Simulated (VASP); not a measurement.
# Si (R-3) in VASP: electric field gradients with PBEsol

Aim: the electric field gradients of Si with PBEsol.

All numbers are computed with VASP 6.6.1; they aren't measurements. Logs are shortened: lines on timing, memory, paths and dates and some standing lists are left out, and cuts for length are marked.

## 1. The cell of the first run

It takes space group R-3 (No. 148, trigonal). The conventional cell has a = 9.362 Å, b = 9.362 Å, c = 5.603 Å, α = 90.00°, β = 90.00°, γ = 120.00°. Within 3.1 Å of Si (site symmetry 1) lie 4 Si at 2.36 to 2.37 Å. Si (site symmetry 3) has 5 Si at 2.36 to 3.19 Å within 3.2 Å.

## 2. Electric field gradients, PBEsol

The input, INCAR:

```
  ALGO = Normal
  EDIFF = 1E-8
  ENCUT = 400
  GGA = PS
  GGA_COMPAT = F
  ISIF = 2
  ISMEAR = -1
  LASPH = T
  LCHARG = F
  LEFG = T
  LREAL = F
  LWAVE = F
  NBANDS = 26
  NELM = 120
  PREC = Accurate
  SIGMA = 0.15
```

The input, KPOINTS:

```
k-points
0
Gamma
  9 9 9
```

The input, POSCAR:

```
Si
1.0
    4.6808424020      2.7024856208      1.8677535969
   -4.6808424020      2.7024856208      1.8677535969
    0.0000000000     -5.4049712417      1.8677535969
Si
8
Direct
    0.0240051726      0.7226583844      0.5263959106
    0.9759948274      0.2773416156      0.4736040894
    0.7157347757      0.7157347757      0.7157347757
    0.2773416156      0.4736040894      0.9759948274
    0.4736040894      0.9759948274      0.2773416156
    0.7226583844      0.5263959106      0.0240051726
    0.2842652243      0.2842652243      0.2842652243
    0.5263959106      0.0240051726      0.7226583844
```

Potentials or basis: VASP PAW PBE potentials, release 64 (Si).

Started as:

```console
cat potpaw_PBE.64/Si/POTCAR > POTCAR
mpirun -np 1 vasp_std > vasp.out
```

OUTCAR:

```text
EDIFF = 1E-8
   ENCUT = 400
   GGA = PS
   ISIF = 2
   ISMEAR = -1
   LASPH = T
   LREAL = F
   NELM = 120
   PREC = Accurate

 ion  position               nearest neighbor table
   1  0.024  0.723  0.526-   3 2.36   2 2.37   8 2.37   6 2.37
   2  0.976  0.277  0.474-   7 2.36   1 2.37   5 2.37   4 2.37
   3  0.716  0.716  0.716-   1 2.36   8 2.36   6 2.36   7 2.42
   4  0.277  0.474  0.976-   7 2.36   6 2.37   5 2.37   2 2.37
   5  0.474  0.976  0.277-   7 2.36   8 2.37   2 2.37   4 2.37
   6  0.723  0.526  0.024-   3 2.36   4 2.37   8 2.37   1 2.37
   7  0.284  0.284  0.284-   2 2.36   5 2.36   4 2.36   3 2.42
   8  0.526  0.024  0.723-   3 2.36   5 2.37   1 2.37   6 2.37

  LATTYP: Found a trigonal (rhomboedric) cell.
 ALAT       =     5.7185852815
 COS(alpha) =    -0.3399877553

  Lattice vectors:

 A1 = (   4.6808424020,   2.7024856208,   1.8677535969)
 A2 = (  -4.6808424020,   2.7024856208,   1.8677535969)
 A3 = (   0.0000000000,  -5.4049712417,   1.8677535969)

Analysis of symmetry for initial positions (statically):
=====================================================================
 Subroutine PRICEL returns:
 Original cell was already a primitive cell.

 Routine SETGRP: Setting up the symmetry group for a
 trigonal (rhombohedral) supercell.

 Subroutine GETGRP returns: Found  6 space group operations
 (whereof  6 operations were pure point group operations)
 out of a pool of 12 trial point group operations.

The static configuration has the point symmetry S_6 .

Analysis of symmetry for dynamics (positions and initial velocities):
=====================================================================
 Subroutine PRICEL returns:
 Original cell was already a primitive cell.

 Routine SETGRP: Setting up the symmetry group for a
 trigonal (rhombohedral) supercell.

 Subroutine GETGRP returns: Found  6 space group operations
 (whereof  6 operations were pure point group operations)
 out of a pool of 12 trial point group operations.

The dynamic configuration has the point symmetry S_6 .

 Subroutine INISYM returns: Found  6 space group operations
 (whereof  6 operations are pure point group operations),
 and found     1 'primitive' translations

----------------------------------------------------------------------------------------

                                     Primitive cell

  volume of cell :     141.7615

  direct lattice vectors                    reciprocal lattice vectors
     4.680842402  2.702485621  1.867753597     0.106818379  0.061671620  0.178467510
    -4.680842402  2.702485621  1.867753597    -0.106818379  0.061671620  0.178467510
     0.000000000 -5.404971242  1.867753597     0.000000000 -0.123343240  0.178467510

  length of vectors
     5.718585281  5.718585281  5.718585282     0.216942866  0.216942866  0.216942866

  position of ions in fractional coordinates (direct lattice)
     0.024005173  0.722658384  0.526395911
     0.975994827  0.277341616  0.473604089
     0.715734776  0.715734776  0.715734776
     0.277341616  0.473604089  0.975994827
     0.473604089  0.975994827  0.277341616
     0.722658384  0.526395911  0.024005173
     0.284265224  0.284265224  0.284265224
     0.526395911  0.024005173  0.722658384

  ion indices of the primitive-cell ions
   primitive index   ion index
                 1           1
                 2           2
                 3           3
                 4           4
                 5           5
                 6           6
                 7           7
                 8           8

----------------------------------------------------------------------------------------

 KPOINTS: k-points

Automatic generation of k-mesh.
 Grid dimensions read from file:
 generate k-points for:    9    9    9

 Generating k-lattice:

  Cartesian coordinates                     Fractional coordinates (reciprocal lattice)
     0.011868709  0.006852402  0.019829723     0.111111111 -0.000000000  0.000000000
    -0.011868709  0.006852402  0.019829723    -0.000000000  0.111111111  0.000000000
     0.000000000 -0.013704804  0.019829723     0.000000000  0.000000000  0.111111111

  Length of vectors
     0.024104763  0.024104763  0.024104763

  Shift w.r.t. Gamma in fractional coordinates (k-lattice)
     0.000000000  0.000000000  0.000000000

 Subroutine IBZKPT returns following result:
 ===========================================

 Found    125 irreducible k-points:

 Following reciprocal coordinates:
            Coordinates               Weight
  0.000000  0.000000  0.000000      1.000000
  0.111111  0.000000  0.000000      6.000000
  0.222222 -0.000000  0.000000      6.000000
  0.333333 -0.000000  0.000000      6.000000
  0.444444 -0.000000  0.000000      6.000000
  0.111111  0.111111 -0.000000      6.000000
[... 16 lines left out ...]
  0.444444  0.222222  0.000000      6.000000
 -0.444444  0.000000 -0.222222      6.000000
 [... further k-points ...]
   k-points           NKPTS =    125   k-points in BZ     NKDIM =    125   number of bands    NBANDS=     26
   number of dos      NEDOS =    301   number of ions     NIONS =      8
   total plane-waves  NPLWV =  64000
   dimension x,y,z NGX =    40 NGY =   40 NGZ =   40
   dimension x,y,z NGXF=    80 NGYF=   80 NGZF=   80
   ions per type =               8
   NGX,Y,Z   is equivalent  to a cutoff of  11.63, 11.63, 11.63 a.u.
   NGXF,Y,Z  is equivalent  to a cutoff of  23.26, 23.26, 23.26 a.u.
 SYSTEM =  unknown system
   PREC   = accura    normal or accurate (medium, high low for compatibility)
   ISTART =      0    job   : 0-new  1-cont  2-samecut
   ICHARG =      2    charge: 1-file 2-atom 10-const
   ISPIN  =      1    spin polarized calculation?
   LNONCOLLINEAR =      F non collinear calculations
   LSORBIT =      F    spin-orbit coupling
   LASPH  =      T    aspherical Exc in radial PAW
   ENCUT  =  400.0 eV  29.40 Ry    5.42 a.u.   9.33  9.33  9.33*2*pi/ulx,y,z
   NELM   =    120;   NELMIN=  2; NELMDL= -5     # of ELM steps
   EDIFF  = 0.1E-07   stopping-criterion for ELM
   LREAL  =      F    real-space projection
   EDIFFG = 0.1E-06   stopping-criterion for IOM
   NSW    =      0    number of steps for IOM
   IBRION =     -1    ionic relax: 0-MD 1-quasi-New 2-CG
   NFREE  =      0    steps in history (QN), initial steepest desc. (CG)
   ISIF   =      2    stress and relaxation
   ISYM   =      2    0-nonsym 1-usesym 2-fastsym
   POTIM  = 0.5000    time-step for ionic-motion
   TEBEG  =    0.0;   TEEND  =   0.0 temperature during run
   PSTRESS=    0.0 pullay stress
   NELECT =      32.0000    total number of electrons
   NUPDOWN=      -1.0000    fix difference up-down
   EMIN   =  10.00;   EMAX   =-10.00  energy-range for DOS
   EFERMI =   0.00;   METHOD = LEGACY
   ISMEAR =    -1;   SIGMA  =   0.15  broadening in eV -4-tet -1-fermi 0-gaus
   EFERMI_NEDOS =   21; number of points for ismear=-14 and -15
   IALGO  =     38    algorithm
   IMIX   =      4    mixing-type and parameters
     AMIX     =   0.40;   BMIX     =  1.00
     AMIX_MAG =   1.60;   BMIX_MAG =  1.00
  volume/ion in A,a.u.               =      17.72       119.58
  Fermi-wavevector in a.u.,A,eV,Ry     =   0.996794  1.883668 13.518725  0.993598
  Thomas-Fermi vector in A             =   2.128907
   LORBIT       =      0    0 simple, 1 ext, 2 COOP (PROOUT), +10 PAW based schemes
   GGA     = PS    functional components
   LHFCALC =     F    Hartree Fock is set to
   AEXX    =    0.0000 exact exchange contribution
   IVDW    =     0    specifies the selected vdW correction
   LEPSILON=     F    determine dielectric tensor
   LRPA    =     F    only Hartree local field effects (RPA)
 non-spin polarized calculation
  energy-cutoff  :      400.00
  volume of cell :      141.76
 maximum number of plane-waves:      2593
 NGX is ok and might be reduce to    40
   NGX = 19   NGY = 19   NGZ = 19

 number of electron      32.0000000 magnetization

 Free energy of the ion-electron system (eV)
  ---------------------------------------------------
  ext. energy  EPLUGINS =         0.00000000
  ---------------------------------------------------
  free energy    TOTEN  =       -45.07043224 eV

  energy without entropy =      -45.01399412  energy(sigma->0) =      -45.04221318

 E-fermi :   7.3022     XC(G=0): -10.2132

 val. band max:        7.2918353176   @ k =  -0.4444  -0.4444   0.3333
 cond. band min:       7.3254051716   @ k =   0.4444   0.1111   0.0000
 fundamental gap:      0.0335698540
 Fermi energy:         7.3022120827

 k-point     1 :       0.0000    0.0000    0.0000
  band No.  band energies     occupation
      1      -5.5464      2.00000
      2      -1.0013      2.00000
      3      -0.5435      2.00000
      4      -0.5435      2.00000
      5      -0.3379      2.00000
      6       0.7806      2.00000
[... 18 lines left out ...]
     25      12.6173      0.00000
     26      12.9921      0.00000

 k-point     2 :       0.1111    0.0000    0.0000
  band No.  band energies     occupation
      1      -5.4694      2.00000
      2      -1.1954      2.00000
      3      -0.9146      2.00000
      4      -0.6348      2.00000
      5      -0.4089      2.00000
      6       0.7300      2.00000
[... 630 lines left out ...]
 k-point    24 :      -0.4444    0.0000   -0.2222
  band No.  band energies     occupation
      1      -4.1967      2.00000
      2      -3.3260      2.00000
      3      -2.5807      2.00000
      4      -1.6009      2.00000
      5       0.1629      2.00000
      6       0.6199      2.00000
[... 18 lines left out ...]
     25      11.6556      0.00000
     26      12.2263      0.00000

 [... further k-points ...]

------------------------ aborting loop because EDIFF is reached ----------------------------------------

  FORCE on cell =-STRESS in cart. coord.  units (eV):
  Direction    XX          YY          ZZ          XY          YZ          ZX
  --------------------------------------------------------------------------------------
  -------------------------------------------------------------------------------------
  Total        0.0944289      0.0944289      0.0934480      0.0000000     -0.0000000     -0.0000000
  in kB        1.0672276      1.0672276      1.0561416      0.0000000     -0.0000000     -0.0000000
  external PRESSURE =       1.0635323 kB  Pullay stress =       0.0000000 kB

 VOLUME and BASIS-vectors are now :
 -----------------------------------------------------------------------------
  energy-cutoff  :      400.00
  volume of cell :      141.76
      direct lattice vectors                 reciprocal lattice vectors
     4.680842402  2.702485621  1.867753597     0.106818379  0.061671620  0.178467510
    -4.680842402  2.702485621  1.867753597    -0.106818379  0.061671620  0.178467510
     0.000000000 -5.404971242  1.867753597     0.000000000 -0.123343240  0.178467510

 POSITION                                       TOTAL-FORCE (eV/Angst)
 -----------------------------------------------------------------------------------
     -3.27029     -0.82731      2.37776        -0.005042      0.005006      0.005177
      3.27029      0.82731      3.22550         0.005042     -0.005006     -0.005177
      0.00000     -0.00000      4.01045        -0.000000     -0.000000      0.007800
     -0.91867     -3.24580      3.22550        -0.006856     -0.001864     -0.005177
     -2.35161      2.41850      3.22550         0.001814      0.006870     -0.005177
      0.91867      3.24580      2.37776         0.006856      0.001864      0.005177
      0.00000     -0.00000      1.59281        -0.000000      0.000000     -0.007800
      2.35161     -2.41850      2.37776        -0.001814     -0.006870      0.005177
 -----------------------------------------------------------------------------------
    total drift:                               -0.000000     -0.000000      0.000000

  FREE ENERGIE OF THE ION-ELECTRON SYSTEM (eV)
  ---------------------------------------------------
  free  energy   TOTEN  =       -45.0704322412 eV

  energy  without entropy=      -45.0139941215  energy(sigma->0) =      -45.04221318

 Electric field gradients (V/A^2)
---------------------------------------------------------------------
 ion       V_xx      V_yy      V_zz      V_xy      V_xz      V_yz
---------------------------------------------------------------------
   1      -0.155     1.785    -1.630    -2.709    -2.229   -11.295
   2      -0.155     1.785    -1.630    -2.709    -2.229   -11.295
   3      -3.898    -3.898     7.796     0.000    -0.000     0.000
   4       3.647    -2.017    -1.630     0.514    -8.667     7.578
   5      -1.046     2.676    -1.630     2.195    10.896     3.717
   6       3.647    -2.017    -1.630     0.514    -8.667     7.578
   7      -3.898    -3.898     7.796     0.000    -0.000     0.000
   8      -1.046     2.676    -1.630     2.195    10.896     3.717
---------------------------------------------------------------------

 Electric field gradients after diagonalization (V/A^2)
 (convention: |V_zz| > |V_xx| > |V_yy|)
----------------------------------------------------------------------
 ion       V_xx      V_yy      V_zz     asymmetry (V_yy - V_xx)/ V_zz
----------------------------------------------------------------------
   1      11.533     0.795   -12.329       0.871
   2      11.533     0.795   -12.329       0.871
   3      -3.898    -3.898     7.796       0.000
   4      11.533     0.795   -12.329       0.871
   5      11.533     0.795   -12.329       0.871
   6      11.533     0.795   -12.329       0.871
   7      -3.898    -3.898     7.796       0.000
   8      11.533     0.795   -12.329       0.871
----------------------------------------------------------------------

           NMR quadrupolar parameters

 Cq : quadrupolar parameter    Cq=e*Q*V_zz/h
 eta: asymmetry parameters     (V_yy - V_xx)/ V_zz
 Q  : nuclear electric quadrupole moment in mb (millibarn)
----------------------------------------------------------------------
 ion       Cq(MHz)       eta       Q (mb)
----------------------------------------------------------------------
   1      -0.030       0.871       1.000
   2      -0.030       0.871       1.000
   3       0.019       0.000       1.000
   4      -0.030       0.871       1.000
   5      -0.030       0.871       1.000
   6      -0.030       0.871       1.000
   7       0.019       0.000       1.000
   8      -0.030       0.871       1.000
----------------------------------------------------------------------
```

It took 7.1 min on 1 thread of Oxide Virtual Turin-like, shared host; peak memory 0.32 GiB.

Results:

```
Free energy                             : -45.0704 eV
Pressure                                : 0.1 GPa
Largest force                           : 0.009 eV/Å
Band gap on the k mesh                  : zero (bands 16 and 17 overlap by 0.19 eV)
Largest electric field gradient by atom : Si -12.3, +7.8 (each value once) V/Å²
```

Forces in eV/Å, atoms in the order of the input:
```
Si  -0.005  0.005  0.005
Si   0.005 -0.005 -0.005
Si   0.000  0.000  0.008
Si  -0.007 -0.002 -0.005
Si   0.002  0.007 -0.005
Si   0.007  0.002  0.005
Si   0.000  0.000 -0.008
Si  -0.002 -0.007  0.005
```

Electric field gradients, principal values (V/Å²):
```
atom   least  middle  greatest (by size)
1 Si   0.795  11.533             -12.329
2 Si   0.795  11.533             -12.329
3 Si  -3.898  -3.898               7.796
4 Si   0.795  11.533             -12.329
5 Si   0.795  11.533             -12.329
6 Si   0.795  11.533             -12.329
7 Si  -3.898  -3.898               7.796
8 Si   0.795  11.533             -12.329
```

Caveat: semilocal functionals underestimate gaps, and a narrow one can read as zero; without QUAD_EFG the Cq values of the log hold for a quadrupole moment of 1 mb, not for the nuclei; the PAW data sets were made with another functional, which shifts forces and pressure a little.

The gap in the log of VASP goes by the Fermi energy; the results here count the filled bands.